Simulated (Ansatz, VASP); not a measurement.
**Pb: VASP beside Ansatz**

```
CELL_PARAMETERS angstrom
3.57338 0.00000 0.00000
-1.78669 3.09464 0.00000
0.00000 0.00000 11.54765
ATOMIC_POSITIONS crystal
Pb 0.00000 0.00000 0.00000
Pb 0.00000 0.00000 0.50000
Pb 0.33333 0.66667 0.25000
Pb 0.66667 0.33333 0.75000
```

Alike in both runs: functional PBE; k mesh 10 × 10 × 3; occupations fermi-dirac, width 0.1 eV; no spin polarisation.

Ansatz relaxed the structure, and its values are those at the end. VASP's run is a single point on that final structure, the one shown.

|  | VASP | Ansatz |
| --- | --- | --- |
| version | VASP 6.6.1 | Ansatz 0.2.0 |
| potentials or method | VASP PAW PBE potentials, release 64 (Pb_d) | PAW with Ansatz's default frozen-core files, scalar-relativistic |
| plane-wave cutoff (eV) | 520 | 420 |
| valence electrons in the cell | 56 | 56 |

```csv
,VASP,Ansatz,Ansatz less VASP
pressure (GPa),-0.1,0.0,+0.07
```

With one functional, cell and mesh, what is left measures potentials, basis and numerics.

Spin-orbit coupling is off throughout.
